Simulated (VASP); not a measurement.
A run of VASP 6.6.1:

INCAR

```
SYSTEM = Si2B3
  PREC = Accurate
  ENCUT = 500
  EDIFF = 1E-6
  ISMEAR = 0
  SIGMA = 0.2
  LREAL = .FALSE.
  LASPH = .TRUE.
  NELM = 120
  ALGO = Normal
  ISIF = 2
  LWAVE = .FALSE.
  LCHARG = .FALSE.
  GGA = PE
  NBANDS = 16
  GGA_COMPAT = .FALSE.
```

Contents of KPOINTS:

```
Automatic mesh
0
G
  8 8 8
  0 0 0
```

File POSCAR:

```
Si2B3
1.0
   -1.3729413654      1.3729413654      6.4776233482
    1.3729413654     -1.3729413654      6.4776233482
    1.3729413654      1.3729413654     -6.4776233482
Si B
2 3
Direct
    0.1602266355      0.1602266355      0.0000000000
    0.8397733645      0.8397733645      0.0000000000
    0.0000000000      0.0000000000      0.0000000000
    0.4364951249      0.4364951249      0.0000000000
    0.5635048751      0.5635048751      0.0000000000
```

Potentials or basis: VASP PAW PBE potentials, release 64 (Si, B).

Command:

```sh
$ cat potpaw_PBE.64/Si/POTCAR potpaw_PBE.64/B/POTCAR > POTCAR
$ mpirun -np 1 vasp_std > vasp.out
```

Hardware: 1 thread of Intel(R) Xeon(R) 6975P-C (Granite Rapids), with other jobs on the host.

Problem. How long does it take, and how much memory?

Solution. Wall time 77 s on 1 thread of Intel(R) Xeon(R) 6975P-C (Granite Rapids), on a shared host, peak memory 0.32 GiB. Counts: scf iterations 12, k points 59.
